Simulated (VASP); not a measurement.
# BaTe: single point with r2SCAN

The system is BaTe.

```
CELL_PARAMETERS angstrom
0.00000 3.75485 3.91416
3.75485 0.00000 3.91416
3.75485 3.75485 0.00000
ATOMIC_POSITIONS crystal
Ba 0.00000 0.00000 0.00000
Te 0.25000 0.25000 0.25000
```

This cell differs from its parent crystal: biaxial xy strain -4.1%.

```json
{
 "Program": "VASP 6.6.1",
 "Task": "single point",
 "Functional": "r2SCAN",
 "Potentials or basis": "VASP PAW PBE potentials, release 64 (Ba_sv, Te)",
 "Cutoff": "520 eV",
 "k mesh": "6 × 6 × 6",
 "Occupations": "gaussian, width 0.01 eV",
 "Spin": "no spin polarisation",
 "Dipole correction": "no",
 "Further INCAR settings": "ALGO = Normal; EDIFF = 1e-06; NBANDS = 15"
}
```

```json
{
 "Pressure": "2.1 GPa",
 "Band gap on the k mesh": "3.02 eV (least direct gap 3.05 eV)"
}
```

Stress tensor (GPa, compression positive):
```
2.11 0.00 0.00
0.00 2.11 0.00
0.00 0.00 2.19
```

Levels at points of the mesh, in eV from the valence-band top:
| k point | band 6 | band 7 | band 8 | band 9 | band 10 | band 11 |
| --- | --- | --- | --- | --- | --- | --- |
| (0.00, 0.00, 0.00) | -0.60 | -0.57 | -0.57 | 3.02 | 4.50 | 4.76 |
| (0.50, 0.00, 0.00) | -0.80 | -0.40 | -0.32 | 4.41 | 4.87 | 4.88 |
| (0.50, 0.50, 0.00) | -1.17 | 0.00 | 0.00 | 3.05 | 4.40 | 5.57 |
| (0.50, 0.00, 0.50) | -1.14 | -0.08 | -0.04 | 3.14 | 4.43 | 5.60 |

Wall time 6.9 min on 1 thread of AMD EPYC 7R43 64-Core Processor (Zen 3), on a shared host, peak memory 0.23 GiB.

Caveat: the cell differs from its parent crystal (biaxial xy strain -4.1%); the structure was generated, so it needn't be the stable form of BaTe; the PAW data sets were made with another functional, which shifts forces and pressure a little; spin-orbit coupling is left out, which moves the levels of the heavy elements. A k mesh can miss the band edges.
